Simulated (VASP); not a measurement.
# TaN in VASP: further runs

The runs below take TaN through single point, with LDA.

All numbers are computed with VASP 6.6.1; they aren't measurements. Logs are shortened: lines on timing, memory, paths and dates and some standing lists are left out, and cuts for length are marked.

## (1) The cell of the first run

The structure is cubic, space group Fm-3m (No. 225). Conventional cell: a = 4.312 Å, b = 4.312 Å, c = 4.312 Å, α = 90.00°, β = 90.00°, γ = 90.00°. Ta (site symmetry m-3m) has 6 N at 2.16 Å within 2.9 Å. N (site symmetry m-3m) has 6 Ta at 2.16 Å within 2.9 Å.

## (2) Single point, LDA

The input, INCAR:

```
  PREC = Accurate
  ENCUT = 1330
  EDIFF = 1E-6
  ISMEAR = 0
  SIGMA = 0.15
  LREAL = False
  LASPH = True
  NELM = 120
  ALGO = Normal
  ISIF = 2
  LWAVE = False
  LCHARG = False
  GGA = CA
  NBANDS = 16
  GGA_COMPAT = False
```

The input, KPOINTS:

```
regular mesh
0
Gamma
  18 18 18
```

The input, POSCAR:

```
TaN
1.0
    0.0000000000      2.1557928146      2.1557928146
    2.1557928146      0.0000000000      2.1557928146
    2.1557928146      2.1557928146      0.0000000000
Ta N
1 1
Direct
    0.5000000000      0.5000000000      0.5000000000
    0.0000000000      0.0000000000      0.0000000000
```

Potentials or basis: VASP PAW LDA potentials, release 64 (Ta_sv_GW, N_h).

Started as:

```sh
$ cat potpaw_LDA.64/Ta_sv_GW/POTCAR potpaw_LDA.64/N_h/POTCAR > POTCAR
$ mpirun -np 1 vasp_std > vasp.out
```

OUTCAR:

```text
PREC = Accurate
   ENCUT = 1330
   EDIFF = 1E-6
   ISMEAR = 0
   LREAL = False
   LASPH = True
   NELM = 120
   ISIF = 2
   GGA = CA

 ion  position               nearest neighbor table
   1  0.500  0.500  0.500-   2 2.16   2 2.16   2 2.16   2 2.16   2 2.16   2 2.16
   2  0.000  0.000  0.000-   1 2.16   1 2.16   1 2.16   1 2.16   1 2.16   1 2.16

  LATTYP: Found a face centered cubic cell.
 ALAT       =     4.3115856292

  Lattice vectors:

 A1 = (   0.0000000000,   2.1557928146,   2.1557928146)
 A2 = (   2.1557928146,   0.0000000000,   2.1557928146)
 A3 = (   2.1557928146,   2.1557928146,   0.0000000000)

Analysis of symmetry for initial positions (statically):
=====================================================================
 Subroutine PRICEL returns:
 Original cell was already a primitive cell.

 Routine SETGRP: Setting up the symmetry group for a
 face centered cubic supercell.

 Subroutine GETGRP returns: Found 48 space group operations
 (whereof 48 operations were pure point group operations)
 out of a pool of 48 trial point group operations.

The static configuration has the point symmetry O_h .

Analysis of symmetry for dynamics (positions and initial velocities):
=====================================================================
 Subroutine PRICEL returns:
 Original cell was already a primitive cell.

 Routine SETGRP: Setting up the symmetry group for a
 face centered cubic supercell.

 Subroutine GETGRP returns: Found 48 space group operations
 (whereof 48 operations were pure point group operations)
 out of a pool of 48 trial point group operations.

The dynamic configuration has the point symmetry O_h .

 Subroutine INISYM returns: Found 48 space group operations
 (whereof 48 operations are pure point group operations),
 and found     1 'primitive' translations

----------------------------------------------------------------------------------------

                                     Primitive cell

  volume of cell :      20.0378

  direct lattice vectors                    reciprocal lattice vectors
     0.000000000  2.155792815  2.155792815    -0.231933234  0.231933234  0.231933234
     2.155792815  0.000000000  2.155792815     0.231933234 -0.231933234  0.231933234
     2.155792815  2.155792815  0.000000000     0.231933234  0.231933234 -0.231933234

  length of vectors
     3.048751436  3.048751436  3.048751436     0.401720146  0.401720146  0.401720146

  position of ions in fractional coordinates (direct lattice)
     0.500000000  0.500000000  0.500000000
     0.000000000  0.000000000  0.000000000

  ion indices of the primitive-cell ions
   primitive index   ion index
                 1           1
                 2           2

----------------------------------------------------------------------------------------

 KPOINTS: regular mesh

Automatic generation of k-mesh.
 Grid dimensions read from file:
 generate k-points for:   18   18   18

 Generating k-lattice:

  Cartesian coordinates                     Fractional coordinates (reciprocal lattice)
    -0.012885180  0.012885180  0.012885180     0.055555556  0.000000000  0.000000000
     0.012885180 -0.012885180  0.012885180     0.000000000  0.055555556  0.000000000
     0.012885180  0.012885180 -0.012885180     0.000000000  0.000000000  0.055555556

  Length of vectors
     0.022317786  0.022317786  0.022317786

  Shift w.r.t. Gamma in fractional coordinates (k-lattice)
     0.000000000  0.000000000  0.000000000

 Subroutine IBZKPT returns following result:
 ===========================================

 Found    195 irreducible k-points:

 Following reciprocal coordinates:
            Coordinates               Weight
  0.000000  0.000000  0.000000      1.000000
  0.055556  0.000000  0.000000      8.000000
  0.111111  0.000000  0.000000      8.000000
  0.166667  0.000000  0.000000      8.000000
  0.222222  0.000000  0.000000      8.000000
  0.277778  0.000000  0.000000      8.000000
[... 16 lines left out ...]
 -0.277778  0.055556  0.000000     24.000000
 -0.222222  0.055556  0.000000     24.000000
 [... further k-points ...]
   k-points           NKPTS =    195   k-points in BZ     NKDIM =    195   number of bands    NBANDS=     16
   number of dos      NEDOS =    301   number of ions     NIONS =      2
   total plane-waves  NPLWV =  46656
   dimension x,y,z NGX =    36 NGY =   36 NGZ =   36
   dimension x,y,z NGXF=    72 NGYF=   72 NGZF=   72
   ions per type =               1   1
   NGX,Y,Z   is equivalent  to a cutoff of  19.63, 19.63, 19.63 a.u.
   NGXF,Y,Z  is equivalent  to a cutoff of  39.26, 39.26, 39.26 a.u.
 SYSTEM =  unknown system
   PREC   = accura    normal or accurate (medium, high low for compatibility)
   ISTART =      0    job   : 0-new  1-cont  2-samecut
   ICHARG =      2    charge: 1-file 2-atom 10-const
   ISPIN  =      1    spin polarized calculation?
   LNONCOLLINEAR =      F non collinear calculations
   LSORBIT =      F    spin-orbit coupling
   LASPH  =      T    aspherical Exc in radial PAW
   ENCUT  = 1330.0 eV  97.75 Ry    9.89 a.u.   9.07  9.07  9.07*2*pi/ulx,y,z
   NELM   =    120;   NELMIN=  2; NELMDL= -5     # of ELM steps
   EDIFF  = 0.1E-05   stopping-criterion for ELM
   LREAL  =      F    real-space projection
   EDIFFG = 0.1E-04   stopping-criterion for IOM
   NSW    =      0    number of steps for IOM
   IBRION =     -1    ionic relax: 0-MD 1-quasi-New 2-CG
   NFREE  =      0    steps in history (QN), initial steepest desc. (CG)
   ISIF   =      2    stress and relaxation
   ISYM   =      2    0-nonsym 1-usesym 2-fastsym
   POTIM  = 0.5000    time-step for ionic-motion
   TEBEG  =    0.0;   TEEND  =   0.0 temperature during run
   PSTRESS=    0.0 pullay stress
   NELECT =      18.0000    total number of electrons
   NUPDOWN=      -1.0000    fix difference up-down
   EMIN   =  10.00;   EMAX   =-10.00  energy-range for DOS
   EFERMI =   0.00;   METHOD = LEGACY
   ISMEAR =     0;   SIGMA  =   0.15  broadening in eV -4-tet -1-fermi 0-gaus
   EFERMI_NEDOS =   21; number of points for ismear=-14 and -15
   IALGO  =     38    algorithm
   IMIX   =      4    mixing-type and parameters
     AMIX     =   0.40;   BMIX     =  1.00
     AMIX_MAG =   1.60;   BMIX_MAG =  1.00
  volume/ion in A,a.u.               =      10.02        67.61
  Fermi-wavevector in a.u.,A,eV,Ry     =   1.579606  2.985022 33.948626  2.495154
  Thomas-Fermi vector in A             =   2.679959
   LORBIT       =      0    0 simple, 1 ext, 2 COOP (PROOUT), +10 PAW based schemes
   GGA     = CA    functional components
   LHFCALC =     F    Hartree Fock is set to
   AEXX    =    0.0000 exact exchange contribution
   IVDW    =     0    specifies the selected vdW correction
   LEPSILON=     F    determine dielectric tensor
   LRPA    =     F    only Hartree local field effects (RPA)
 non-spin polarized calculation
 Gauss-broadening in eV      SIGMA  =   0.15
  energy-cutoff  :     1330.00
  volume of cell :       20.04
 maximum number of plane-waves:      2229
   NGX = 19   NGY = 19   NGZ = 19

 number of electron      18.0000000 magnetization

 Free energy of the ion-electron system (eV)
  ---------------------------------------------------
  ext. energy  EPLUGINS =         0.00000000
  ---------------------------------------------------
  free energy    TOTEN  =       -26.65446529 eV

  energy without entropy =      -26.64542139  energy(sigma->0) =      -26.64994334

 E-fermi :  14.7917     XC(G=0): -14.4268

 val. band max:       14.7879385059   @ k =   0.3889   0.0556   0.0000
 cond. band min:      14.7943939778   @ k =  -0.2778   0.3333   0.1111
 fundamental gap:      0.0064554719
 Fermi energy:        14.7916806957

 k-point     1 :       0.0000    0.0000    0.0000
  band No.  band energies     occupation
      1     -54.2485      2.00000
      2     -20.6491      2.00000
      3     -20.6491      2.00000
      4     -20.6491      2.00000
      5      -4.2925      2.00000
      6      10.8474      2.00000
[... 8 lines left out ...]
     15      24.0404      0.00000
     16      40.2131      0.00000

 k-point     2 :       0.0556    0.0000    0.0000
  band No.  band energies     occupation
      1     -54.2461      2.00000
      2     -20.6851      2.00000
      3     -20.6522      2.00000
      4     -20.6522      2.00000
      5      -4.2066      2.00000
      6      10.4119      2.00000
[... 8 lines left out ...]
     15      24.2892      0.00000
     16      38.7895      0.00000

 k-point     3 :       0.1111    0.0000    0.0000
  band No.  band energies     occupation
      1     -54.2394      2.00000
      2     -20.7874      2.00000
      3     -20.6611      2.00000
      4     -20.6611      2.00000
      5      -3.9570      2.00000
      6       9.5019      2.00000
[... 8 lines left out ...]
     15      24.9947      0.00000
     16      36.6974      0.00000

 k-point     4 :       0.1667    0.0000    0.0000
  band No.  band energies     occupation
      1     -54.2292      2.00000
      2     -20.9405      2.00000
      3     -20.6747      2.00000
      4     -20.6747      2.00000
      5      -3.5657      2.00000
      6       8.4533      2.00000
[... 8 lines left out ...]
     15      26.0256      0.00000
     16      34.6975      0.00000
[... 324 lines left out ...]
 k-point    22 :      -0.3333    0.0556    0.0000
  band No.  band energies     occupation
      1     -54.1854      2.00000
      2     -21.5245      2.00000
      3     -20.7672      2.00000
      4     -20.7203      2.00000
      5      -1.7297      2.00000
      6       5.1880      2.00000
[... 8 lines left out ...]
     15      27.3389      0.00000
     16      29.3150      0.00000

 k-point    23 :      -0.2778    0.0556    0.0000
  band No.  band energies     occupation
      1     -54.1973      2.00000
      2     -21.3675      2.00000
      3     -20.7534      2.00000
      4     -20.7015      2.00000
      5      -2.2835      2.00000
      6       6.0050      2.00000
[... 8 lines left out ...]
     15      27.6921      0.00000
     16      30.5485      0.00000

 k-point    24 :      -0.2222    0.0556    0.0000
  band No.  band energies     occupation
      1     -54.2105      2.00000
      2     -21.1882      2.00000
      3     -20.7351      2.00000
      4     -20.6830      2.00000
      5      -2.8428      2.00000
      6       6.9290      2.00000
[... 8 lines left out ...]
     15      27.5055      0.00000
     16      31.7200      0.00000

 [... further k-points ...]

------------------------ aborting loop because EDIFF is reached ----------------------------------------

  FORCE on cell =-STRESS in cart. coord.  units (eV):
  Direction    XX          YY          ZZ          XY          YZ          ZX
  --------------------------------------------------------------------------------------
  -------------------------------------------------------------------------------------
  Total        1.5102375      1.5102375      1.5102375      0.0000000     -0.0000000      0.0000000
  in kB      120.7549055    120.7549055    120.7549055      0.0000000     -0.0000000      0.0000000
  external PRESSURE =     120.7549055 kB  Pullay stress =       0.0000000 kB

 VOLUME and BASIS-vectors are now :
 -----------------------------------------------------------------------------
  energy-cutoff  :     1330.00
  volume of cell :       20.04
      direct lattice vectors                 reciprocal lattice vectors
     0.000000000  2.155792815  2.155792815    -0.231933234  0.231933234  0.231933234
     2.155792815  0.000000000  2.155792815     0.231933234 -0.231933234  0.231933234
     2.155792815  2.155792815  0.000000000     0.231933234  0.231933234 -0.231933234

 POSITION                                       TOTAL-FORCE (eV/Angst)
 -----------------------------------------------------------------------------------
      2.15579      2.15579      2.15579        -0.000000     -0.000000      0.000000
      0.00000      0.00000      0.00000         0.000000      0.000000     -0.000000
 -----------------------------------------------------------------------------------
    total drift:                                0.000000      0.000000      0.000000

  FREE ENERGIE OF THE ION-ELECTRON SYSTEM (eV)
  ---------------------------------------------------
  free  energy   TOTEN  =       -26.6544652895 eV

  energy  without entropy=      -26.6454213949  energy(sigma->0) =      -26.64994334
```

Wall time 3.2 min (1 thread of AMD EPYC 7R43 (Zen 3), shared host); peak memory 0.38 GiB.

Results:

```yaml
Free_energy: -26.6545 eV
Pressure: 12.1 GPa
Band_gap_on_the_k_mesh: zero (bands 9 and 10 overlap by 4.37 eV)
```

Caveat: the cell stands under pressure; spin-orbit coupling is left out, which moves the levels of the heavy elements.

## (3) Single point, LDA

This run uses another cell than the first one, of 10.53 Å³/atom.

The input, INCAR:

```
ALGO = Normal
EDIFF = 1E-6
ENCUT = 1330
GGA = CA
GGA_COMPAT = F
ISIF = 2
ISMEAR = 0
LASPH = T
LCHARG = F
LREAL = F
LWAVE = F
NBANDS = 16
NELM = 120
PREC = Accurate
SIGMA = 0.15
```

The input, KPOINTS:

```
k-points
0
Gamma
  18 18 18
```

The input, POSCAR:

```
TaN
1.0
    0.0000000000      2.1918784864      2.1918784864
    2.1918784864      0.0000000000      2.1918784864
    2.1918784864      2.1918784864      0.0000000000
Ta N
1 1
Direct
    0.5000000000      0.5000000000      0.5000000000
    0.0000000000      0.0000000000      0.0000000000
```

Potentials or basis: VASP PAW LDA potentials, release 64 (Ta_sv_GW, N_h).

Started as:

```sh
$ cat potpaw_LDA.64/Ta_sv_GW/POTCAR potpaw_LDA.64/N_h/POTCAR > POTCAR
$ mpirun -np 1 vasp_std > vasp.out
```

Run time: 2 min. Hardware: 1 thread of Intel Xeon 6975P-C (Granite Rapids), shared host; peak memory 0.45 GiB.

It converged, with:

| Item | Value |
| --- | --- |
| Free energy | -26.6652 eV |
| Pressure | -7.6 GPa |
| Band gap on the k mesh | zero (bands 9 and 10 overlap by 4.07 eV) |

Levels at points of the mesh, in eV from the Fermi level:
```tsv
k point	band 7	band 8	band 9	band 10	band 11	band 12
(0.00, 0.00, 0.00)	-3.80	-3.80	-2.16	-2.16	-2.16	0.00
(0.50, 0.00, 0.00)	-7.64	-7.64	1.91	1.91	2.01	3.95
(0.50, 0.50, 0.00)	-5.53	-4.59	-4.59	2.08	3.59	3.59
```

Caveat: the cell stands under tension; spin-orbit coupling is left out, which moves the levels of the heavy elements.

(Continued in part 2 of 2.)
